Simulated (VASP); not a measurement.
# PtS2 (P1) in VASP: a series of runs

Runs on PtS2. Level: PBE. Tasks: single point.

Program: VASP 6.6.1. These are calculated values, not measurements. Logs are shortened: lines on timing, memory, paths and dates and some standing lists are left out, and cuts for length are marked.

## 1. The cell of the first run

The typed cell holds 3 atoms: a = 5.887 Å, b = 5.887 Å, c = 5.887 Å, α = 34.88°, β = 34.88°, γ = 34.88°.

## 2. Single point, PBE

INCAR

```
SYSTEM = PtS2
PREC = Accurate
ENCUT = 520
EDIFF = 1E-6
ISMEAR = -1
SIGMA = 0.086
LREAL = .FALSE.
LASPH = .TRUE.
NELM = 80
ALGO = Normal
ISIF = 2
LWAVE = .FALSE.
LCHARG = .FALSE.
GGA = PE
NBANDS = 18
```

KPOINTS

```
Automatic mesh
0
G
  4 4 4
  0 0 0
```

POSCAR

```
PtS2
1.0
    1.7644429028      1.0187015849      5.5230462124
   -1.7644429028      1.0187015849      5.5230462124
    0.0000000000     -2.0374031698      5.5230462124
Pt S
1 2
Direct
   -0.0054002310      0.0151427970     -0.0020861028
    0.3107626631      0.1920192344      0.2538308193
    0.7228218673      0.7716123381      0.7415289796
```

Potentials or basis: VASP PAW PBE potentials, release 64 (Pt, S).

The run is started by

```console
cat potpaw_PBE.64/Pt/POTCAR potpaw_PBE.64/S/POTCAR > POTCAR
mpirun -np 1 vasp_std > vasp.out
```

OUTCAR:

```text
SYSTEM = PtS2
   PREC = Accurate
   ENCUT = 520
   EDIFF = 1E-6
   ISMEAR = -1
   LREAL = .FALSE.
   LASPH = .TRUE.
   NELM = 80
   ISIF = 2
   GGA = PE

 ion  position               nearest neighbor table
   1  0.995  0.015  0.998-   2 2.30   3 2.36   3 2.40   3 2.43   2 2.46   2 2.65
   2  0.311  0.192  0.254-   1 2.30   1 2.46   1 2.65
   3  0.723  0.772  0.742-   1 2.36   1 2.40   1 2.43

  LATTYP: Found a trigonal (rhomboedric) cell.
 ALAT       =     5.8868540954
 COS(alpha) =     0.8203287166

  Lattice vectors:

 A1 = (   1.7644429028,   1.0187015849,   5.5230462124)
 A2 = (  -1.7644429028,   1.0187015849,   5.5230462124)
 A3 = (   0.0000000000,  -2.0374031698,   5.5230462124)

Analysis of symmetry for initial positions (statically):
=====================================================================
 Subroutine PRICEL returns:
 Original cell was already a primitive cell.

 Routine SETGRP: Setting up the symmetry group for a
 trigonal (rhombohedral) supercell.

 Subroutine GETGRP returns: Found  1 space group operations
 (whereof  1 operations were pure point group operations)
 out of a pool of 12 trial point group operations.

The static configuration has the point symmetry C_1 .

Analysis of symmetry for dynamics (positions and initial velocities):
=====================================================================
 Subroutine PRICEL returns:
 Original cell was already a primitive cell.

 Routine SETGRP: Setting up the symmetry group for a
 trigonal (rhombohedral) supercell.

 Subroutine GETGRP returns: Found  1 space group operations
 (whereof  1 operations were pure point group operations)
 out of a pool of 12 trial point group operations.

The dynamic configuration has the point symmetry C_1 .

 Subroutine INISYM returns: Found  1 space group operations
 (whereof  1 operations are pure point group operations),
 and found     1 'primitive' translations

----------------------------------------------------------------------------------------

                                     Primitive cell

  volume of cell :      59.5641

  direct lattice vectors                    reciprocal lattice vectors
     1.764442903  1.018701585  5.523046212     0.283375562  0.163606957  0.060353168
    -1.764442903  1.018701585  5.523046212    -0.283375562  0.163606957  0.060353168
     0.000000000 -2.037403170  5.523046212     0.000000000 -0.327213915  0.060353168

  length of vectors
     5.886854095  5.886854095  5.886854095     0.332733303  0.332733303  0.332733303

  position of ions in fractional coordinates (direct lattice)
     0.994599769  0.015142797  0.997913897
     0.310762663  0.192019234  0.253830819
     0.722821867  0.771612338  0.741528980

  ion indices of the primitive-cell ions
   primitive index   ion index
                 1           1
                 2           2
                 3           3

----------------------------------------------------------------------------------------

 KPOINTS: Automatic mesh

Automatic generation of k-mesh.
 Grid dimensions read from file:
 generate k-points for:    4    4    4

 Generating k-lattice:

  Cartesian coordinates                     Fractional coordinates (reciprocal lattice)
     0.070843891  0.040901739  0.015088292     0.250000000  0.000000000  0.000000000
    -0.070843891  0.040901739  0.015088292     0.000000000  0.250000000  0.000000000
     0.000000000 -0.081803479  0.015088292     0.000000000  0.000000000  0.250000000

  Length of vectors
     0.083183326  0.083183326  0.083183326

  Shift w.r.t. Gamma in fractional coordinates (k-lattice)
     0.000000000  0.000000000  0.000000000

 Subroutine IBZKPT returns following result:
 ===========================================

 Found     36 irreducible k-points:

 Following reciprocal coordinates:
            Coordinates               Weight
  0.000000  0.000000  0.000000      1.000000
  0.250000 -0.000000 -0.000000      2.000000
 -0.000000  0.250000 -0.000000      2.000000
 -0.000000 -0.000000  0.250000      2.000000
  0.500000 -0.000000 -0.000000      1.000000
 -0.000000  0.500000 -0.000000      1.000000
[... 16 lines left out ...]
  0.250000  0.250000  0.250000      2.000000
  0.500000  0.250000  0.250000      2.000000
 [... further k-points ...]
   k-points           NKPTS =     36   k-points in BZ     NKDIM =     36   number of bands    NBANDS=     18
   number of dos      NEDOS =    301   number of ions     NIONS =      3
   total plane-waves  NPLWV = 110592
   dimension x,y,z NGX =    48 NGY =   48 NGZ =   48
   dimension x,y,z NGXF=    96 NGYF=   96 NGZF=   96
   ions per type =               1   2
   NGX,Y,Z   is equivalent  to a cutoff of  13.56, 13.56, 13.56 a.u.
   NGXF,Y,Z  is equivalent  to a cutoff of  27.11, 27.11, 27.11 a.u.
 SYSTEM =  PtS2
   PREC   = accura    normal or accurate (medium, high low for compatibility)
   ISTART =      0    job   : 0-new  1-cont  2-samecut
   ICHARG =      2    charge: 1-file 2-atom 10-const
   ISPIN  =      1    spin polarized calculation?
   LNONCOLLINEAR =      F non collinear calculations
   LSORBIT =      F    spin-orbit coupling
   LASPH  =      T    aspherical Exc in radial PAW
   ENCUT  =  520.0 eV  38.22 Ry    6.18 a.u.  10.95 10.95 10.95*2*pi/ulx,y,z
   NELM   =     80;   NELMIN=  2; NELMDL= -5     # of ELM steps
   EDIFF  = 0.1E-05   stopping-criterion for ELM
   LREAL  =      F    real-space projection
   EDIFFG = 0.1E-04   stopping-criterion for IOM
   NSW    =      0    number of steps for IOM
   IBRION =     -1    ionic relax: 0-MD 1-quasi-New 2-CG
   NFREE  =      0    steps in history (QN), initial steepest desc. (CG)
   ISIF   =      2    stress and relaxation
   ISYM   =      2    0-nonsym 1-usesym 2-fastsym
   POTIM  = 0.5000    time-step for ionic-motion
   TEBEG  =    0.0;   TEEND  =   0.0 temperature during run
   PSTRESS=    0.0 pullay stress
   NELECT =      22.0000    total number of electrons
   NUPDOWN=      -1.0000    fix difference up-down
   EMIN   =  10.00;   EMAX   =-10.00  energy-range for DOS
   EFERMI =   0.00;   METHOD = LEGACY
   ISMEAR =    -1;   SIGMA  =   0.09  broadening in eV -4-tet -1-fermi 0-gaus
   EFERMI_NEDOS =   21; number of points for ismear=-14 and -15
   IALGO  =     38    algorithm
   IMIX   =      4    mixing-type and parameters
     AMIX     =   0.40;   BMIX     =  1.00
     AMIX_MAG =   1.60;   BMIX_MAG =  1.00
  volume/ion in A,a.u.               =      19.85       133.99
  Fermi-wavevector in a.u.,A,eV,Ry     =   1.174593  2.219660 18.771545  1.379670
  Thomas-Fermi vector in A             =   2.310988
   LORBIT       =      0    0 simple, 1 ext, 2 COOP (PROOUT), +10 PAW based schemes
   GGA     = PE    functional components
   LHFCALC =     F    Hartree Fock is set to
   AEXX    =    0.0000 exact exchange contribution
   IVDW    =     0    specifies the selected vdW correction
   LEPSILON=     F    determine dielectric tensor
   LRPA    =     F    only Hartree local field effects (RPA)
 non-spin polarized calculation
  energy-cutoff  :      520.00
  volume of cell :       59.56
 maximum number of plane-waves:      1635
 NGX is ok and might be reduce to    48
   NGX = 21   NGY = 21   NGZ = 21

 number of electron      22.0000000 magnetization

 Free energy of the ion-electron system (eV)
  ---------------------------------------------------
  ext. energy  EPLUGINS =         0.00000000
  ---------------------------------------------------
  free energy    TOTEN  =       -15.07983811 eV

  energy without entropy =      -15.07630038  energy(sigma->0) =      -15.07806925

 E-fermi :   5.6544     XC(G=0): -10.1863

 val. band max:        5.3546305205   @ k =   0.0000   0.0000   0.0000
 cond. band min:       5.9414738588   @ k =   0.2500   0.0000  -0.2500
 fundamental gap:      0.5868433383
 Fermi energy:         5.6544339979

 k-point     1 :       0.0000    0.0000    0.0000
  band No.  band energies     occupation
      1      -9.0647      2.00000
      2      -6.7936      2.00000
      3      -0.9682      2.00000
      4      -0.4491      2.00000
      5      -0.0650      2.00000
      6       2.0183      2.00000
[... 10 lines left out ...]
     17      14.0575      0.00000
     18      16.7701      0.00000

 k-point     2 :       0.2500   -0.0000   -0.0000
  band No.  band energies     occupation
      1      -8.3262      2.00000
      2      -6.9861      2.00000
      3      -0.2872      2.00000
      4       0.1194      2.00000
      5       0.3029      2.00000
      6       0.7355      2.00000
[... 10 lines left out ...]
     17      15.1998      0.00000
     18      15.4845      0.00000

 k-point     3 :      -0.0000    0.2500   -0.0000
  band No.  band energies     occupation
      1      -8.4348      2.00000
      2      -6.8325      2.00000
      3      -0.6222      2.00000
      4      -0.2694      2.00000
      5       0.3110      2.00000
      6       1.0538      2.00000
[... 10 lines left out ...]
     17      14.8512      0.00000
     18      15.7569      0.00000

 k-point     4 :      -0.0000   -0.0000    0.2500
  band No.  band energies     occupation
      1      -8.3680      2.00000
      2      -6.9247      2.00000
      3      -0.4336      2.00000
      4      -0.0234      2.00000
      5       0.2125      2.00000
      6       0.9187      2.00000
[... 10 lines left out ...]
     17      15.1053      0.00000
     18      15.6478      0.00000

 k-point     5 :       0.5000   -0.0000   -0.0000
  band No.  band energies     occupation
      1      -7.4239      2.00000
      2      -7.0329      2.00000
      3      -1.3056      2.00000
      4       0.3170      2.00000
      5       0.6283      2.00000
      6       1.5168      2.00000
[... 10 lines left out ...]
     17      15.1375      0.00000
     18      15.8293      0.00000

 k-point     6 :      -0.0000    0.5000   -0.0000
  band No.  band energies     occupation
      1      -7.7144      2.00000
      2      -6.7534      2.00000
      3      -1.0134      2.00000
      4      -0.2501      2.00000
      5       0.3861      2.00000
      6       1.0375      2.00000
[... 10 lines left out ...]
     17      15.9413      0.00000
     18      16.2556      0.00000

 k-point     7 :      -0.0000   -0.0000    0.5000
  band No.  band energies     occupation
      1      -7.5255      2.00000
      2      -6.9417      2.00000
      3      -1.1383      2.00000
      4       0.0147      2.00000
      5       0.5359      2.00000
      6       1.3234      2.00000
[... 10 lines left out ...]
     17      15.5472      0.00000
     18      15.9234      0.00000

 k-point     8 :       0.2500    0.2500   -0.0000
  band No.  band energies     occupation
      1      -8.3216      2.00000
      2      -6.9965      2.00000
      3      -0.2380      2.00000
      4      -0.0436      2.00000
      5       0.0253      2.00000
      6       0.9533      2.00000
[... 10 lines left out ...]
     17      15.2492      0.00000
     18      15.6066      0.00000
[... 229 lines left out ...]
     17      15.2095      0.00000
     18      15.6781      0.00000

 k-point    20 :       0.5000    0.5000   -0.0000
  band No.  band energies     occupation
      1      -7.4323      2.00000
      2      -7.0221      2.00000
      3      -1.4188      2.00000
      4       0.1001      2.00000
      5       0.7714      2.00000
      6       1.1333      2.00000
[... 10 lines left out ...]
     17      14.3376      0.00000
     18      14.6856      0.00000

 k-point    21 :       0.5000   -0.0000    0.5000
  band No.  band energies     occupation
      1      -7.5457      2.00000
      2      -6.9483      2.00000
      3      -1.2791      2.00000
      4      -0.1833      2.00000
      5       0.7024      2.00000
      6       1.0639      2.00000
[... 10 lines left out ...]
     17      14.2671      0.00000
     18      14.4893      0.00000

 k-point    22 :      -0.0000    0.5000    0.5000
  band No.  band energies     occupation
      1      -7.4019      2.00000
      2      -7.0397      2.00000
      3      -1.4812      2.00000
      4       0.4205      2.00000
      5       0.9177      2.00000
      6       1.0739      2.00000
[... 10 lines left out ...]
     17      14.1989      0.00000
     18      14.7762      0.00000

 k-point    23 :       0.2500    0.2500    0.2500
  band No.  band energies     occupation
      1      -8.9494      2.00000
      2      -7.0455      2.00000
      3      -0.5452      2.00000
      4      -0.4017      2.00000
      5      -0.0479      2.00000
      6       2.0187      2.00000
[... 10 lines left out ...]
     17      14.3124      0.00000
     18      16.0849      0.00000

 k-point    24 :       0.5000    0.2500    0.2500
  band No.  band energies     occupation
      1      -8.1758      2.00000
      2      -7.1947      2.00000
      3      -0.5109      2.00000
      4       0.2662      2.00000
      5       0.5262      2.00000
      6       0.7594      2.00000
[... 10 lines left out ...]
     17      15.1970      0.00000
     18      15.4650      0.00000

 [... further k-points ...]

------------------------ aborting loop because EDIFF is reached ----------------------------------------

  FORCE on cell =-STRESS in cart. coord.  units (eV):
  Direction    XX          YY          ZZ          XY          YZ          ZX
  --------------------------------------------------------------------------------------
  -------------------------------------------------------------------------------------
  Total        0.3097555      0.0284510     -0.8099107      1.4021113      0.3995935      2.8570438
  in kB        8.3319207      0.7652846    -21.7852827     37.7145165     10.7484150     76.8498392
  external PRESSURE =      -4.2293591 kB  Pullay stress =       0.0000000 kB

 VOLUME and BASIS-vectors are now :
 -----------------------------------------------------------------------------
  energy-cutoff  :      520.00
  volume of cell :       59.56
      direct lattice vectors                 reciprocal lattice vectors
     1.764442903  1.018701585  5.523046212     0.283375562  0.163606957  0.060353168
    -1.764442903  1.018701585  5.523046212    -0.283375562  0.163606957  0.060353168
     0.000000000 -2.037403170  5.523046212     0.000000000 -0.327213915  0.060353168

 POSITION                                       TOTAL-FORCE (eV/Angst)
 -----------------------------------------------------------------------------------
      1.72820     -1.00453     11.08838         1.125463      0.126438     -0.476687
      0.20952     -0.00497      4.17881        -1.610087     -0.221946      0.828034
     -0.08609      0.01159     12.34933         0.484625      0.095508     -0.351347
 -----------------------------------------------------------------------------------
    total drift:                                0.000044      0.000013      0.000039

  FREE ENERGIE OF THE ION-ELECTRON SYSTEM (eV)
  ---------------------------------------------------
  free  energy   TOTEN  =       -15.0798381138 eV

  energy  without entropy=      -15.0763003798  energy(sigma->0) =      -15.07806925
```

It took 49 s on 1 thread of Intel Xeon Platinum 8559C (Emerald Rapids), shared host; peak memory 0.31 GiB.

Results:

```
Free energy            : -15.0798 eV
Pressure               : -0.4 GPa
Largest force          : 1.824 eV/Å
Band gap on the k mesh : 0.59 eV, indirect (least direct gap 0.74 eV)
```

Forces on the atoms (eV/Å):
```
Pt   1.125  0.126 -0.477
S   -1.610 -0.222  0.828
S    0.485  0.096 -0.351
```

Stress tensor (GPa, compression positive):
```
 0.83  3.77  7.68
 3.77  0.08  1.07
 7.68  1.07 -2.18
```

Levels at points of the mesh, in eV from the valence-band top:
| k point | band 8 | band 9 | band 10 | band 11 | band 12 | band 13 | band 14 | band 15 |
| --- | --- | --- | --- | --- | --- | --- | --- | --- |
| (0.00, 0.00, 0.00) | -1.83 | -0.60 | -0.28 | 0.00 | 2.11 | 2.60 | 5.27 | 5.67 |
| (0.50, 0.00, 0.00) | -2.56 | -2.46 | -2.10 | -1.72 | 1.71 | 2.22 | 5.73 | 6.27 |
| (0.00, 0.50, 0.00) | -2.42 | -2.07 | -1.77 | -1.70 | 1.51 | 2.23 | 5.83 | 6.38 |
| (0.00, 0.00, 0.50) | -2.50 | -2.31 | -2.05 | -1.58 | 1.62 | 2.09 | 5.90 | 6.20 |
| (0.50, 0.50, 0.00) | -2.49 | -2.21 | -1.84 | -1.63 | 2.17 | 2.75 | 4.31 | 5.90 |
| (0.50, 0.00, 0.50) | -2.43 | -2.25 | -1.87 | -1.56 | 2.20 | 2.77 | 4.43 | 5.91 |
| (0.00, 0.50, 0.50) | -2.57 | -2.24 | -1.95 | -1.70 | 2.16 | 2.86 | 4.31 | 6.02 |
| (0.50, 0.50, 0.50) | -2.24 | -1.23 | -0.82 | -0.33 | 2.15 | 2.94 | 5.93 | 7.10 |

Caveat: the k points lie up to 0.52 Å⁻¹ apart; spin-orbit coupling is left out, which moves the levels of the heavy elements; forces of over 1 eV/Å act on the atoms, so gaps and moduli don't describe the material at rest.

## 3. Single point, PBE

INCAR

```
ALGO = Normal ; EDIFF = 1E-6
ENCUT = 520 ; GGA = PE
ISIF = 2 ; ISMEAR = -1
LASPH = T ; LCHARG = F
LREAL = F ; LWAVE = F
NBANDS = 18 ; NELM = 60
PREC = Accurate ; SIGMA = 0.086
```

KPOINTS

```
k-points
0
Gamma
  4 4 4
```

POSCAR

```
PtS2
1.0
    1.7644429028      1.0187015849      5.5230462124
   -1.7644429028      1.0187015849      5.5230462124
    0.0000000000     -2.0374031698      5.5230462124
Pt S
1 2
Direct
   -0.0030443453      0.0262476198     -0.0143637685
    0.2707456043      0.2156760977      0.2757252796
    0.7308141277      0.7539687450      0.7491495489
```

Potentials or basis: VASP PAW PBE potentials, release 64 (Pt, S).

The run is started by

```console
cat potpaw_PBE.64/Pt/POTCAR potpaw_PBE.64/S/POTCAR > POTCAR
mpirun -np 1 vasp_std > vasp.out
```

Wall time 47 s (1 thread of Intel Xeon Platinum 8559C (Emerald Rapids), shared host); peak memory 0.31 GiB.

Results (log left out):

| Item | Value |
| --- | --- |
| Free energy | -15.1919 eV |
| Pressure | 0.2 GPa |
| Largest force | 1.752 eV/Å |
| Band gap on the k mesh | 0.80 eV, indirect (least direct gap 0.91 eV) |

Forces on the atoms (eV/Å):
```
Pt   0.935 -1.313 -0.687
S   -0.867  0.774  0.853
S   -0.068  0.539 -0.166
```

Stress tensor (GPa, compression positive):
```
 0.58  1.46  3.00
 1.46  1.53 -1.08
 3.00 -1.08 -1.61
```

Levels at points of the mesh, in eV from the valence-band top:
```
           k point  band 8  band 9  band 10  band 11  band 12  band 13  band 14  band 15
(0.00, 0.00, 0.00)   -1.73   -0.45    -0.24     0.00     2.37     2.62     5.36     5.68
(0.50, 0.00, 0.00)   -2.53   -2.32    -2.21    -1.56     1.86     2.13     5.83     6.51
(0.00, 0.50, 0.00)   -2.44   -2.12    -1.94    -1.77     1.76     2.26     5.89     6.52
(0.00, 0.00, 0.50)   -2.51   -2.20    -2.07    -1.64     1.94     2.15     5.88     6.45
(0.50, 0.50, 0.00)   -2.52   -2.25    -1.84    -1.51     2.48     2.87     4.25     6.04
(0.50, 0.00, 0.50)   -2.43   -2.31    -1.91    -1.53     2.49     2.80     4.32     6.03
(0.00, 0.50, 0.50)   -2.50   -2.33    -1.80    -1.58     2.34     2.86     4.24     6.15
(0.50, 0.50, 0.50)   -2.12   -1.12    -0.66    -0.32     2.43     2.86     6.02     7.12
```

Caveat: the k points lie up to 0.52 Å⁻¹ apart; spin-orbit coupling is left out, which moves the levels of the heavy elements; forces of over 1 eV/Å act on the atoms, so gaps and moduli don't describe the material at rest. A k mesh can miss the band edges.
